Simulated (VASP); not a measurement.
# FeSe3: single point with PBE

Crystal: FeSe3.

```
Fe Se
1.0
     8.11333    0.00000    0.00000
    -4.05667    7.02635    0.00000
     0.00000    0.00000    3.29626
Fe Se
2 6
Direct
  0.33333 0.66667 0.25000
  0.66667 0.33333 0.75000
  0.78530 0.57059 0.25000
  0.21470 0.78530 0.75000
  0.42941 0.21470 0.25000
  0.21470 0.42941 0.75000
  0.78530 0.21470 0.25000
  0.57059 0.78530 0.75000
```

```json
{"Program": "VASP 6.6.1", "Task": "single point", "Functional": "PBE", "Potentials or basis": "VASP PAW PBE potentials, release 64 (Fe, Se)", "Cutoff": "520 eV", "k mesh": "3 × 3 × 4", "Occupations": "gaussian, width 0.1 eV", "Spin": "collinear spin, ferromagnetic start", "Starting moments": "[3.78, 3.78, 0.0, 0.0, 0.0, 0.0, 0.0, 0.0] μB", "Dipole correction": "no", "Further INCAR settings": "ALGO = Normal; EDIFF = 1e-07; NBANDS = 40"}
```

```
Pressure                                              : 0.3 GPa
Largest force                                         : 0.035 eV/Å
Band gap on the k mesh                                : zero (filled and empty bands overlap)
Net moment                                            : 0.00 μB per cell
Valence electrons inside the program's atomic spheres : Fe 7.47; Se 3.75
```

Forces in eV/Å, atoms in the order of the input:
```
Fe   0.000  0.000  0.000
Fe   0.000  0.000  0.000
Se   0.000  0.035  0.000
Se  -0.030  0.018  0.000
Se  -0.030 -0.018  0.000
Se   0.000 -0.035  0.000
Se   0.030 -0.018  0.000
Se   0.030  0.018  0.000
```

Levels at points of the mesh, in eV from the Fermi level:
Spin up:
| k point | band 22 | band 23 | band 24 | band 25 | band 26 | band 27 | band 28 | band 29 | band 30 | band 31 |
| --- | --- | --- | --- | --- | --- | --- | --- | --- | --- | --- |
| (0.00, 0.00, 0.00) | -1.24 | -1.09 | -0.55 | -0.50 | 0.14 | 0.14 | 1.49 | 1.49 | 1.63 | 2.21 |
| (0.00, 0.00, 0.50) | -1.43 | -0.55 | -0.55 | -0.14 | -0.14 | -0.14 | -0.14 | -0.12 | -0.12 | 2.32 |
Spin down:
```tsv
k point	band 23	band 24	band 25	band 26	band 27	band 28	band 29	band 30
(0.00, 0.00, 0.00)	-1.09	-0.55	-0.50	0.14	0.14	1.49	1.49	1.63
(0.00, 0.00, 0.50)	-0.55	-0.55	-0.14	-0.14	-0.14	-0.14	-0.12	-0.12
```

It took 6.5 min on 1 thread of Intel(R) Xeon(R) Platinum 8259CL CPU @ 2.50GHz (Skylake/Cascade Lake), on a shared host, peak memory 0.43 GiB.

Caveat: the k points lie up to 0.48 Å⁻¹ apart, too coarse for converged energies and pressures of a metal; the moments typed at the start vanished in this run; this functional lacks dispersion, which binds layers or chains, so the pressure and a relaxed spacing across them are unreliable. With open d or f shells a metallic result of PBE can be an artefact of self-interaction; +U or a hybrid may open a gap.
